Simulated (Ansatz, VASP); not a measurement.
**GaP: VASP beside Ansatz**

```
Ga P
1.0
     0.00000    2.94327    2.61624
     2.94327    0.00000    2.61624
     2.94327    2.94327    0.00000
Ga P
1 1
Direct
  0.00000 0.00000 0.00000
  0.75000 0.75000 0.75000
```

Change from the starting cell: strain +0.080 along x and y, -0.040 along z, atoms carried along.

Alike in both runs: task single point; functional r2SCAN; k mesh 8 × 8 × 8; occupations gaussian, width 0.05 eV; no spin polarisation.

|  | VASP | Ansatz |
| --- | --- | --- |
| version | VASP 6.6.1 | Ansatz 0.2.0 |
| potentials or method | VASP PAW PBE potentials, release 64 (Ga_d, P), cutoff 520 eV | scalar-relativistic, plane waves, PAW |
| valence electrons in the cell | 18 | 18 |

VASP gave:

```
gap on the k mesh at the Fermi level (eV)                     : 0.92
least direct gap on the mesh (eV)                             : 0.92
pressure (GPa)                                                : -7.9
traceless stress, the component that is largest in VASP (GPa) : 5.04
```

**Question.** Estimate Ansatz's values.

**Answer.** gap on the k mesh at the Fermi level (eV): 0.94; least direct gap on the mesh (eV): 0.94; pressure (GPa): -7.8; traceless stress, the component that is largest in VASP (GPa): 5.03.

VASP's potentials were made for PBE, not for r2SCAN. The functional is the same, so the differences come from potentials, cutoffs and numerics.
